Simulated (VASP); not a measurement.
# Ti (Cc) in VASP: single point with PBEsol

Aim: the single point of Ti with PBEsol.

All numbers are computed with VASP 6.6.1; they aren't measurements. Logs are shortened: lines on timing, memory, paths and dates and some standing lists are left out, and cuts for length are marked.

## (1) The cell of the first run

It takes space group Cc (No. 9, monoclinic). The conventional cell has a = 5.023 Å, b = 2.900 Å, c = 9.182 Å, α = 90.00°, β = 90.00°, γ = 90.00°. Ti (site symmetry 1) has 12 Ti at 2.68 to 3.03 Å within 3.5 Å. Ti (site symmetry 1) has 12 Ti at 2.68 to 3.03 Å within 3.5 Å.

## (2) Single point, PBEsol (atoms displaced along several vibrational modes)

The input, INCAR:

```
  PREC = Accurate
  ENCUT = 520
  EDIFF = 1E-6
  ISMEAR = 0
  SIGMA = 0.15
  LREAL = F
  LASPH = T
  NELM = 100
  ALGO = Fast
  ISIF = 2
  LWAVE = F
  LCHARG = F
  GGA = PS
  NBANDS = 32
```

The input, KPOINTS:

```
regular mesh
0
Gamma
  18 18 6
```

The input, POSCAR:

```
Ti
1.0
    2.9001878206      0.0000000000      0.0000000000
   -1.4500939103      2.5116363284      0.0000000000
    0.0000000000      0.0000000000      9.1816218367
Ti
4
Direct
    0.2605794246      0.6666666667      0.1250000000
    0.4060872421      0.6666666667      0.6250000000
    0.6230143214      0.3333333333      0.3750000000
    0.7103190119      0.3333333333      0.8750000000
```

Potentials or basis: VASP PAW PBE potentials, release 64 (Ti_sv).

Command:

```sh
cat potpaw_PBE.64/Ti_sv/POTCAR > POTCAR
mpirun -np 1 vasp_std > vasp.out
```

OUTCAR:

```text
PREC = Accurate
   ENCUT = 520
   EDIFF = 1E-6
   ISMEAR = 0
   LREAL = F
   LASPH = T
   NELM = 100
   ISIF = 2
   GGA = PS

 ion  position               nearest neighbor table
   1  0.261  0.667  0.125-   4 2.68   3 2.80   3 2.84   4 2.86   3 2.89
   2  0.406  0.667  0.625-   3 2.68   4 2.80   4 2.84   3 2.86   4 2.89
   3  0.623  0.333  0.375-   2 2.68   1 2.80   1 2.84   2 2.86   1 2.89
   4  0.710  0.333  0.875-   1 2.68   2 2.80   2 2.84   1 2.86   2 2.89

  LATTYP: Found a hexagonal cell.
 ALAT       =     2.9001878206
 C/A-ratio  =     3.1658714555

  Lattice vectors:

 A1 = (   2.9001878206,   0.0000000000,   0.0000000000)
 A2 = (  -1.4500939103,   2.5116363284,   0.0000000000)
 A3 = (   0.0000000000,   0.0000000000,   9.1816218367)

Analysis of symmetry for initial positions (statically):
=====================================================================
 Subroutine PRICEL returns:
 Original cell was already a primitive cell.

 Routine SETGRP: Setting up the symmetry group for a
 hexagonal supercell.

 Subroutine GETGRP returns: Found  2 space group operations
 (whereof  1 operations were pure point group operations)
 out of a pool of 24 trial point group operations.

The static configuration has the point symmetry C_1 .
 The point group associated with its full space group is C_1h.

Analysis of symmetry for dynamics (positions and initial velocities):
=====================================================================
 Subroutine PRICEL returns:
 Original cell was already a primitive cell.

 Routine SETGRP: Setting up the symmetry group for a
 hexagonal supercell.

 Subroutine GETGRP returns: Found  2 space group operations
 (whereof  1 operations were pure point group operations)
 out of a pool of 24 trial point group operations.

The dynamic configuration has the point symmetry C_1 .
 The point group associated with its full space group is C_1h.

 Subroutine INISYM returns: Found  2 space group operations
 (whereof  1 operations are pure point group operations),
 and found     1 'primitive' translations

----------------------------------------------------------------------------------------

                                     Primitive cell

  volume of cell :      66.8809

  direct lattice vectors                    reciprocal lattice vectors
     2.900187821  0.000000000  0.000000000     0.344805255  0.199073407  0.000000000
    -1.450093910  2.511636328  0.000000000     0.000000000  0.398146813  0.000000000
     0.000000000  0.000000000  9.181621837     0.000000000  0.000000000  0.108913220

  length of vectors
     2.900187821  2.900187821  9.181621837     0.398146813  0.398146813  0.108913220

  position of ions in fractional coordinates (direct lattice)
     0.260579425  0.666666667  0.125000000
     0.406087242  0.666666667  0.625000000
     0.623014321  0.333333333  0.375000000
     0.710319012  0.333333333  0.875000000

  ion indices of the primitive-cell ions
   primitive index   ion index
                 1           1
                 2           2
                 3           3
                 4           4

----------------------------------------------------------------------------------------

 KPOINTS: regular mesh

Automatic generation of k-mesh.
 Grid dimensions read from file:
 generate k-points for:   18   18    6

 Generating k-lattice:

  Cartesian coordinates                     Fractional coordinates (reciprocal lattice)
     0.019155847  0.011059634  0.000000000     0.055555556 -0.000000000  0.000000000
     0.000000000  0.022119267  0.000000000     0.000000000  0.055555556  0.000000000
     0.000000000  0.000000000  0.018152203     0.000000000  0.000000000  0.166666667

  Length of vectors
     0.022119267  0.022119267  0.018152203

  Shift w.r.t. Gamma in fractional coordinates (k-lattice)
     0.000000000  0.000000000  0.000000000

 Subroutine IBZKPT returns following result:
 ===========================================

 Found    524 irreducible k-points:

 Following reciprocal coordinates:
            Coordinates               Weight
  0.000000  0.000000  0.000000      1.000000
  0.055556 -0.000000  0.000000      4.000000
  0.000000  0.055556  0.000000      2.000000
  0.111111 -0.000000  0.000000      4.000000
  0.000000  0.111111  0.000000      2.000000
  0.166667 -0.000000  0.000000      4.000000
[... 16 lines left out ...]
 -0.055556  0.166667  0.000000      4.000000
 -0.166667  0.111111  0.000000      4.000000
 [... further k-points ...]
   k-points           NKPTS =    524   k-points in BZ     NKDIM =    524   number of bands    NBANDS=     32
   number of dos      NEDOS =    301   number of ions     NIONS =      4
   total plane-waves  NPLWV =  40320
   dimension x,y,z NGX =    24 NGY =   24 NGZ =   70
   dimension x,y,z NGXF=    48 NGYF=   48 NGZF=  140
   ions per type =               4
   NGX,Y,Z   is equivalent  to a cutoff of  13.76, 13.76, 12.67 a.u.
   NGXF,Y,Z  is equivalent  to a cutoff of  27.51, 27.51, 25.35 a.u.
 SYSTEM =  unknown system
   PREC   = accura    normal or accurate (medium, high low for compatibility)
   ISTART =      0    job   : 0-new  1-cont  2-samecut
   ICHARG =      2    charge: 1-file 2-atom 10-const
   ISPIN  =      1    spin polarized calculation?
   LNONCOLLINEAR =      F non collinear calculations
   LSORBIT =      F    spin-orbit coupling
   LASPH  =      T    aspherical Exc in radial PAW
   ENCUT  =  520.0 eV  38.22 Ry    6.18 a.u.   5.39  5.39 17.07*2*pi/ulx,y,z
   NELM   =    100;   NELMIN=  2; NELMDL= -5     # of ELM steps
   EDIFF  = 0.1E-05   stopping-criterion for ELM
   LREAL  =      F    real-space projection
   EDIFFG = 0.1E-04   stopping-criterion for IOM
   NSW    =      0    number of steps for IOM
   IBRION =     -1    ionic relax: 0-MD 1-quasi-New 2-CG
   NFREE  =      0    steps in history (QN), initial steepest desc. (CG)
   ISIF   =      2    stress and relaxation
   ISYM   =      2    0-nonsym 1-usesym 2-fastsym
   POTIM  = 0.5000    time-step for ionic-motion
   TEBEG  =    0.0;   TEEND  =   0.0 temperature during run
   PSTRESS=    0.0 pullay stress
   NELECT =      48.0000    total number of electrons
   NUPDOWN=      -1.0000    fix difference up-down
   EMIN   =  10.00;   EMAX   =-10.00  energy-range for DOS
   EFERMI =   0.00;   METHOD = LEGACY
   ISMEAR =     0;   SIGMA  =   0.15  broadening in eV -4-tet -1-fermi 0-gaus
   EFERMI_NEDOS =   21; number of points for ismear=-14 and -15
   IALGO  =     68    algorithm
   IMIX   =      4    mixing-type and parameters
     AMIX     =   0.40;   BMIX     =  1.00
     AMIX_MAG =   1.60;   BMIX_MAG =  1.00
  volume/ion in A,a.u.               =      16.72       112.83
  Fermi-wavevector in a.u.,A,eV,Ry     =   1.465732  2.769831 29.230341  2.148369
  Thomas-Fermi vector in A             =   2.581554
   LORBIT       =      0    0 simple, 1 ext, 2 COOP (PROOUT), +10 PAW based schemes
   GGA     = PS    functional components
   LHFCALC =     F    Hartree Fock is set to
   AEXX    =    0.0000 exact exchange contribution
   IVDW    =     0    specifies the selected vdW correction
   LEPSILON=     F    determine dielectric tensor
   LRPA    =     F    only Hartree local field effects (RPA)
 non-spin polarized calculation
 RMM-DIIS sequential band-by-band and
 Gauss-broadening in eV      SIGMA  =   0.15
  energy-cutoff  :      520.00
  volume of cell :       66.88
 maximum number of plane-waves:      1847
 NGX is ok and might be reduce to    24
   NGX = 11   NGY = 11   NGZ = 35

 number of electron      48.0000007 magnetization

 Free energy of the ion-electron system (eV)
  ---------------------------------------------------
  ext. energy  EPLUGINS =         0.00000000
  ---------------------------------------------------
  free energy    TOTEN  =       -33.29518010 eV

  energy without entropy =      -33.24359918  energy(sigma->0) =      -33.26938964

 E-fermi :   8.5574     XC(G=0): -11.8151

 val. band max:        8.5566882996   @ k =  -0.4444   0.2222   0.1667
 cond. band min:       8.5579367656   @ k =   0.1111  -0.0000   0.3333
 fundamental gap:      0.0012484660
 Fermi energy:         8.5574336143

 k-point     1 :       0.0000    0.0000    0.0000
  band No.  band energies     occupation
      1     -47.9394      2.00000
      2     -47.8602      2.00000
      3     -47.8485      2.00000
      4     -47.7678      2.00000
      5     -24.6862      2.00000
      6     -24.2890      2.00000
[... 24 lines left out ...]
     31       9.9367      0.00000
     32       9.9593      0.00000

 k-point     2 :       0.0556   -0.0000    0.0000
  band No.  band energies     occupation
      1     -47.9358      2.00000
      2     -47.8577      2.00000
      3     -47.8458      2.00000
      4     -47.7664      2.00000
      5     -24.6788      2.00000
      6     -24.2914      2.00000
[... 24 lines left out ...]
     31       9.9079      0.00000
     32      10.0074      0.00000

 k-point     3 :       0.0000    0.0556    0.0000
  band No.  band energies     occupation
      1     -47.9357      2.00000
      2     -47.8577      2.00000
      3     -47.8458      2.00000
      4     -47.7664      2.00000
      5     -24.6785      2.00000
      6     -24.2922      2.00000
[... 24 lines left out ...]
     31       9.9208      0.00000
     32       9.9819      0.00000

 k-point     4 :       0.1111   -0.0000    0.0000
  band No.  band energies     occupation
      1     -47.9254      2.00000
      2     -47.8504      2.00000
      3     -47.8383      2.00000
      4     -47.7621      2.00000
      5     -24.6572      2.00000
      6     -24.3001      2.00000
[... 654 lines left out ...]
     31       9.9627      0.00000
     32      10.1421      0.00000

 k-point    23 :      -0.0556    0.1667    0.0000
  band No.  band energies     occupation
      1     -47.9152      2.00000
      2     -47.8436      2.00000
      3     -47.8313      2.00000
      4     -47.7586      2.00000
      5     -24.6342      2.00000
      6     -24.3154      2.00000
[... 24 lines left out ...]
     31       9.9756      0.00000
     32      10.1282      0.00000

 k-point    24 :      -0.1667    0.1111    0.0000
  band No.  band energies     occupation
      1     -47.9156      2.00000
      2     -47.8436      2.00000
      3     -47.8313      2.00000
      4     -47.7581      2.00000
      5     -24.6371      2.00000
      6     -24.3094      2.00000
[... 24 lines left out ...]
     31       9.9459      0.00000
     32      10.0548      0.00000

 [... further k-points ...]

------------------------ aborting loop because EDIFF is reached ----------------------------------------

  FORCE on cell =-STRESS in cart. coord.  units (eV):
  Direction    XX          YY          ZZ          XY          YZ          ZX
  --------------------------------------------------------------------------------------
  -------------------------------------------------------------------------------------
  Total       -0.1941053     -0.4817146     -0.0234382      0.0000000      0.1583639      0.0000000
  in kB       -4.6499217    -11.5397962     -0.5614782      0.0000000      3.7937126      0.0000000
  external PRESSURE =      -5.5837320 kB  Pullay stress =       0.0000000 kB

 VOLUME and BASIS-vectors are now :
 -----------------------------------------------------------------------------
  energy-cutoff  :      520.00
  volume of cell :       66.88
      direct lattice vectors                 reciprocal lattice vectors
     2.900187821  0.000000000  0.000000000     0.344805255  0.199073407  0.000000000
    -1.450093910  2.511636328  0.000000000     0.000000000  0.398146813  0.000000000
     0.000000000  0.000000000  9.181621837     0.000000000  0.000000000  0.108913220

 POSITION                                       TOTAL-FORCE (eV/Angst)
 -----------------------------------------------------------------------------------
     -0.21100      1.67442      1.14770         0.299593      0.024914      0.084553
      0.21100      1.67442      5.73851        -0.299593      0.024914      0.084553
      1.32349      0.83721      3.44311         0.176623     -0.024914     -0.084553
      1.57669      0.83721      8.03392        -0.176623     -0.024914     -0.084553
 -----------------------------------------------------------------------------------
    total drift:                                0.000000     -0.000033     -0.000015

  FREE ENERGIE OF THE ION-ELECTRON SYSTEM (eV)
  ---------------------------------------------------
  free  energy   TOTEN  =       -33.2951800984 eV

  energy  without entropy=      -33.2435991846  energy(sigma->0) =      -33.26938964
```

Run time: 35 min. Hardware: 1 thread of AMD EPYC 9R45 (Zen 5), shared host; peak memory 0.79 GiB.

What came out:

* Free energy: -33.2952 eV
* Pressure: -0.6 GPa
* Largest force: 0.312 eV/Å
* Band gap on the k mesh: zero (bands 24 and 25 overlap by 1.10 eV)

Forces in eV/Å, atoms in the order of the input:
```
Ti   0.300  0.025  0.085
Ti  -0.300  0.025  0.085
Ti   0.177 -0.025 -0.085
Ti  -0.177 -0.025 -0.085
```

Caveat: the cell differs from its parent crystal (atoms displaced along several vibrational modes); the PAW data sets were made with another functional, which shifts forces and pressure a little.
